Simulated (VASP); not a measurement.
Wanted: the native input for a VASP 6.6.1 run.

| Item | Value |
| --- | --- |
| Task | single point |
| Functional | r2SCAN |
| Potentials or basis | VASP PAW PBE potentials, release 64 (Se) |
| Cutoff | 520 eV |
| k mesh | 9 × 9 × 9 |
| Occupations | fermi-dirac, width 0.02 eV |
| Spin | no spin polarisation |
| Dipole correction | no |
| Further INCAR settings | ALGO = Normal; EDIFF = 1e-06; NBANDS = 9 |

Crystal: Se.

```
Se
1.0
    -1.72246    1.72246    1.72246
     1.72246   -1.72246    1.72246
     1.72246    1.72246   -1.72246
Se
1
Direct
  0.00000 0.00000 0.00000
```

This isn't the form of Se at room conditions, which is trigonal, of chains.

These files were run (other wordings do the same):

POSCAR

```
Se
1.0
   -1.7224563406      1.7224563406      1.7224563406
    1.7224563406     -1.7224563406      1.7224563406
    1.7224563406      1.7224563406     -1.7224563406
Se
1
Direct
    0.0000000000      0.0000000000      0.0000000000
```

INCAR.step1

```
PREC = Accurate
ENCUT = 520
ISMEAR = -1
SIGMA = 0.02
LREAL = F
LASPH = T
NELM = 80
NBANDS = 9
GGA = PE
ALGO = Normal
EDIFF = 1E-4
LWAVE = T
LCHARG = F
```

INCAR.step2

```
PREC = Accurate
ENCUT = 520
EDIFF = 1E-6
ISMEAR = -1
SIGMA = 0.02
LREAL = F
LASPH = T
NELM = 80
ALGO = Normal
ISIF = 2
LWAVE = F
LCHARG = F
METAGGA = R2SCAN
LMIXTAU = T
NBANDS = 9
ISTART = 1
```

KPOINTS

```
regular mesh
0
Gamma
  9 9 9
```

Potentials or basis: VASP PAW PBE potentials, release 64 (Se).

The run is started by

```console
$ cat potpaw_PBE.64/Se/POTCAR > POTCAR
$ cp INCAR.step1 INCAR
$ mpirun -np 1 vasp_std > vasp.out
$ cp INCAR.step2 INCAR
$ mpirun -np 1 vasp_std > vasp.out
```

It gave:

| Quantity | Value |
| --- | --- |
| Pressure | -0.1 GPa |
| Band gap on the k mesh | zero (bands 3 and 4 overlap by 6.32 eV) |

Caveat: the PAW data sets were made with another functional, which shifts forces and pressure a little.

Run time: 8.8 s on 1 thread of Intel(R) Xeon(R) 6975P-C (Granite Rapids), on a shared host, peak memory 0.14 GiB.
